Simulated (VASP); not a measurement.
A run of VASP 6.6.1 is set up as follows.

Contents of INCAR:

```
  PREC = Accurate
  ENCUT = 600
  EDIFF = 1E-6
  ISMEAR = 0
  SIGMA = 0.05
  LREAL = False
  LASPH = True
  NELM = 80
  ALGO = Normal
  ISIF = 4
  LWAVE = False
  LCHARG = False
  GGA = PE
  IVDW = 12
  IBRION = 2
  NSW = 60
  EDIFFG = -0.01
```

KPOINTS

```
Automatic mesh
0
Gamma
  18 18 18
```

The input POSCAR:

```
P
1.0
    1.5828418101      0.9138541451      2.5850808797
   -1.5828418101      0.9138541451      2.5850808797
    0.0000000000     -1.8277082903      2.5850808796
P
2
Direct
    0.2499281154      0.2499281154      0.2499281154
    0.7500718846      0.7500718846      0.7500718846
```

Potentials or basis: VASP PAW PBE potentials, release 64 (P).

Launch:

```bash
$ cat potpaw_PBE.64/P/POTCAR > POTCAR
$ mpirun -np 1 vasp_std > vasp.out
```

(1) Estimate the band gap on the k mesh.

(2) Estimate the dispersion energy per atom.

Answers

(1) zero (bands 5 and 6 overlap by 4.69 eV).

(2) -0.630 eV.

Caveat: the relaxation stopped at its first step, so nothing moved.
